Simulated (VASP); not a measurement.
Write the native input for VASP 6.6.1 that does the following.

- Task: single point
- Functional: PBE-based screened hybrid
- Potentials or basis: VASP PAW PBE potentials, release 64 (Zn, S)
- Cutoff: 520 eV
- k mesh: 4 × 4 × 4
- Occupations: fermi-dirac, width 0.02 eV
- Spin: no spin polarisation
- Dipole correction: no
- Grid for exact exchange (PRECFOCK): Normal
- Share of exact exchange: 0.05
- Further INCAR settings: ALGO = Normal; EDIFF = 1e-07; NBANDS = 16
- Screening parameter: 0.3 1/Å

ZnS:

```
CELL_PARAMETERS angstrom
0.00000 2.53102 2.53102
2.53102 0.00000 2.53102
2.53102 2.53102 0.00000
ATOMIC_POSITIONS crystal
Zn 0.00000 0.00000 0.00000
S 0.50000 0.50000 0.50000
```

The input as run:

POSCAR

```
ZnS
1.0
    0.0000000000      2.5310227333      2.5310227333
    2.5310227333      0.0000000000      2.5310227333
    2.5310227333      2.5310227333      0.0000000000
Zn S
1 1
Direct
    0.0000000000      0.0000000000      0.0000000000
    0.5000000000      0.5000000000      0.5000000000
```

INCAR.step1

```
SYSTEM = ZnS
  PREC = Accurate
  ENCUT = 520
  EDIFF = 1E-5
  ISMEAR = -1
  SIGMA = 0.02
  LREAL = .False.
  LASPH = .True.
  NELM = 100
  ALGO = Normal
  ISIF = 2
  LWAVE = .True.
  GGA = PE
  NBANDS = 16
```

INCAR.step2

```
SYSTEM = ZnS
  PREC = Accurate
  ENCUT = 520
  EDIFF = 1E-7
  ISMEAR = -1
  SIGMA = 0.02
  LREAL = .False.
  LASPH = .True.
  NELM = 100
  ALGO = Normal
  ISIF = 2
  LWAVE = .False.
  LCHARG = .True.
  GGA = PE
  LHFCALC = .True.
  AEXX = 0.05
  HFSCREEN = 0.3
  PRECFOCK = Normal
  LELF = .True.
  LVHAR = .True.
  ISTART = 1
  NBANDS = 16
```

KPOINTS

```
regular mesh
0
Gamma
  4 4 4
  0 0 0
```

Potentials or basis: VASP PAW PBE potentials, release 64 (Zn, S).

Command:

```bash
$ cat potpaw_PBE.64/Zn/POTCAR potpaw_PBE.64/S/POTCAR > POTCAR
$ cp INCAR.step1 INCAR
$ mpirun -np 1 vasp_std > vasp.out
$ cp INCAR.step2 INCAR
$ mpirun -np 1 vasp_std > vasp.out
```

It gave:

```yaml
Pressure: 2.9 GPa
Band_gap_on_the_k_mesh: zero (band 9 reaches 3.85 eV, above the bottom of band 10 at 3.82 eV)
```

Caveat: the k points lie up to 0.54 Å⁻¹ apart; the PAW data sets were made with another functional, which shifts forces and pressure a little.

Wall time 7.9 min on 1 thread of AMD EPYC 7R43 64-Core Processor (Zen 3), with other jobs on the host, peak memory 0.22 GiB.
